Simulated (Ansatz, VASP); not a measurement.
## Two plane-wave programs on MgO

```xyz
2
Lattice="0.0000 1.7264 1.7264 1.7264 0.0000 1.7264 1.7264 1.7264 0.0000" Properties=species:S:1:pos:R:3 pbc="T T T"
Mg    0.0000    0.0000    0.0000
O     1.7264    1.7264    1.7264
```

Change from the starting cell: volume scaled by 0.55, PAW files.

Alike in both runs: task single point; functional PBEsol; k mesh 15 × 15 × 15; occupations fermi-dirac, width 0.05 eV; no spin polarisation.

|  | VASP | Ansatz |
| --- | --- | --- |
| version | VASP 6.6.1 | Ansatz 0.2.0 |
| potentials or method | VASP PAW PBE potentials, release 64 (Mg, O) | PAW with Ansatz's default frozen-core files, scalar-relativistic |
| plane-wave cutoff (eV) | 520 | 420 |
| valence electrons in the cell | 8 | 16 |

|  | VASP | Ansatz | Ansatz less VASP |
| --- | --- | --- | --- |
| gap on the k mesh at the Fermi level (eV) | 8.68 | 8.75 | +0.076 |
| pressure (GPa) | 335.1 | 321.6 | -13.43 |

VASP's potentials were made for PBE, not for PBEsol. Both programs put the cell under a high pressure, so it lies far from rest at this level. VASP's potentials hold 8 valence electrons a cell and Ansatz's 16, so a difference there can come from the potentials and not from the codes.

Noted on VASP's run: the cell as given lies far from equilibrium.
